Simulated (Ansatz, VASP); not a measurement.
# One calculation of Cu, two programs

The input INCAR:

```
  ALGO = Normal
  EDIFF = 1E-6
  ENCUT = 520
  GGA = PE
  ISIF = 2
  ISMEAR = 0
  LASPH = True
  LCHARG = False
  LREAL = False
  LWAVE = False
  NBANDS = 12
  NELM = 100
  PREC = Accurate
  SIGMA = 0.15
```

The input KPOINTS:

```
k-points
0
Gamma
  22 22 22
```

POSCAR

```
Cu
1.0
   -1.4487000000      1.4487000000      1.3819816190
    1.4487000000     -1.4487000000      1.3819816190
    1.4487000000      1.4487000000     -1.3819816190
Cu
1
Direct
    0.0000000000      0.0000000000      0.0000000000
```

Input for Ansatz:

```yaml
crystal:
  lattice:
    - [-1.4487, 1.4487, 1.381981619]
    - [1.4487, -1.4487, 1.381981619]
    - [1.4487, 1.4487, -1.381981619]
  atoms:
    - { symbol: Cu, position: [0.0, 0.0, 0.0] }
basis:
  ecutwfc: 520.0
kpoints:
  mp_grid: { grid: [22, 22, 22] }
hamiltonian:
  xc: pbe
  pseudopotentials: { kind: paw, azcp: { folder: soft_1 } }
scf:
  occupations: { method: gaussian, width: 0.15 }
output:
  forces: true
  stress: true
  eigenvalues: true
```

Alike in both runs: task single point; functional PBE; k mesh 22 × 22 × 22; occupations gaussian, width 0.15 eV; no spin polarisation.

|  | VASP | Ansatz |
| --- | --- | --- |
| version | VASP 6.6.1 | Ansatz 0.2.0 |
| potentials or method | VASP PAW PBE potentials, release 64 (Cu), cutoff 520 eV | scalar-relativistic, plane waves, PAW |
| valence electrons in the cell | 11 | 19 |

VASP gave:

```
gap on the k mesh at the Fermi level (eV)                     : none
pressure (GPa)                                                : 5.8
traceless stress, the component that is largest in VASP (GPa) : -0.19
```

Estimate Ansatz's values.

gap on the k mesh at the Fermi level (eV): none; pressure (GPa): 5.1; traceless stress, the component that is largest in VASP (GPa): -0.17.

A gap of «none» marks a metal or a gap that the smearing closes. VASP's potentials hold 11 valence electrons a cell and Ansatz's 19, so a difference there can come from the potentials and not from the codes.
